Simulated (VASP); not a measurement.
Crystal: AlSn.

```
CELL_PARAMETERS angstrom
4.19811 0.00000 0.00000
-2.09905 3.63567 0.00000
0.00000 0.00000 3.30685
ATOMIC_POSITIONS crystal
Al 0.00000 0.00000 0.00000
Sn 0.33333 0.66667 0.50000
```

| Quantity | Value |
| --- | --- |
| Program | VASP 6.6.1 |
| Task | relaxation of cell and atoms |
| Functional | PBEsol |
| Potentials or basis | VASP PAW PBE potentials, release 64 (Al, Sn_d) |
| Cutoff | 500 eV |
| k mesh | 3 × 3 × 2 |
| Occupations | gaussian, width 0.1 eV |
| Spin | no spin polarisation |

At the start: pressure -3.1 GPa; volume 25.24 Å³/atom.

Task: How do energy, volume and symmetry change on relaxing?

Result: Over 8 steps the energy falls by 37.2 meV/atom and the volume is 24.22 Å³/atom (-4.0 %); space group P-6m2 (No. 187, to 0.05 Å).

Step by step:
```csv
step,energy change (eV),largest force (eV/Å),pressure (GPa),volume (Å³)
1,0.0000,0.0000,-3.11,50.47
2,-0.0461,0.0000,2.82,46.89
3,-0.0740,0.0000,0.27,48.18
4,-0.0740,0.0000,0.37,48.14
5,-0.0744,0.0000,0.05,48.42
6,-0.0744,0.0000,0.08,48.40
7,-0.0744,0.0000,-0.04,48.47
8,-0.0744,0.0000,0.01,48.44
```

Final structure:
```cif
data_structure
_symmetry_space_group_name_H-M 'P 1'
_symmetry_Int_Tables_number 1
_cell_length_a 4.2120
_cell_length_b 4.2120
_cell_length_c 3.1528
_cell_angle_alpha 90.000
_cell_angle_beta 90.000
_cell_angle_gamma 120.000
_cell_volume 48.44
loop_
_atom_site_label
_atom_site_type_symbol
_atom_site_fract_x
_atom_site_fract_y
_atom_site_fract_z
_atom_site_occupancy
Al1 Al 0.00000 0.00000 0.00000 1
Sn1 Sn 0.33333 0.66667 0.50000 1
```

Caveat: the k points lie up to 1.00 Å⁻¹ apart in the final cell; the PAW data sets were made with another functional, which shifts forces and pressure a little.
